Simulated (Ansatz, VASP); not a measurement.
Two plane-wave programs on FeO

```xyz
2
Lattice="2.6504 0.0000 0.0000 0.0000 2.6504 0.0000 0.0000 0.0000 2.6504" Properties=species:S:1:pos:R:3 pbc="T T T"
Fe    0.0000    0.0000    0.0000
O     1.3252    1.3252    1.3252
```

Alike in both runs: functional PBE; k mesh 20 × 20 × 20; occupations gaussian, width 0.1 eV; collinear spin.

Ansatz relaxed the structure, and its values are those at the end. VASP's run is a single point on that final structure, the one shown.

```csv
,VASP,Ansatz
version,VASP 6.6.1,Ansatz 0.2.0
potentials or method,"VASP PAW PBE potentials, release 64 (Fe, O), cutoff 520 eV","scalar-relativistic, plane waves, PAW"
valence electrons in the cell,14,22
```

```csv
,VASP,Ansatz,Ansatz less VASP
gap on the k mesh at the Fermi level (eV),none,none,-
pressure (GPa),-0.1,0.0,+0.15
net moment per atom (μB),2.00,2.00,0.000
size of the moment on the site where the two differ most (μB),3.53,3.46,-0.079
```

Site moments also hang on the region over which each program counts them. A gap of «none» marks a metal or a gap that the smearing closes. VASP's potentials hold 14 valence electrons a cell and Ansatz's 22, so a difference there can come from the potentials and not from the codes.
